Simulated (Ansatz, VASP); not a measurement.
Two plane-wave programs on Au2Cl3

```xyz
5
Lattice="4.3640 0.0000 0.0000 -2.1820 3.7793 0.0000 0.0000 0.0000 6.7897" Properties=species:S:1:pos:R:3 pbc="T T T"
Au    0.0000    2.5196    1.6635
Au    2.1820    1.2598    5.1262
Cl    0.0000    0.0000    0.0000
Cl    0.0000    2.5196    4.3793
Cl    2.1820    1.2598    2.4103
```

Alike in both runs: task relaxation of cell and atoms; functional PBE; k mesh 6 × 6 × 4; occupations gaussian, width 0.1 eV; no spin polarisation.

|  | VASP | Ansatz |
| --- | --- | --- |
| version | VASP 6.6.1 | Ansatz 0.2.0 |
| potentials or method | VASP PAW PBE potentials, release 64 (Au, Cl), cutoff 600 eV | scalar-relativistic, plane waves, PAW |
| valence electrons in the cell | 43 | 59 |

Ansatz gave:

| Property | Result |
| --- | --- |
| gap on the k mesh at the Fermi level, each at its own relaxed structure (eV) | none |
| relaxed volume (Å³/atom) | 25.58 |
| relaxed cell length with the largest relative difference (Å) | 8.941 |

Problem. Which values does VASP return?

Solution. gap on the k mesh at the Fermi level, each at its own relaxed structure (eV): none; relaxed volume (Å³/atom): 24.53; relaxed cell length with the largest relative difference (Å): 8.538.

A gap of «none» marks a metal or a gap that the smearing closes. VASP's potentials hold 43 valence electrons a cell and Ansatz's 59, so a difference there can come from the potentials and not from the codes.

Spin-orbit coupling is off throughout.
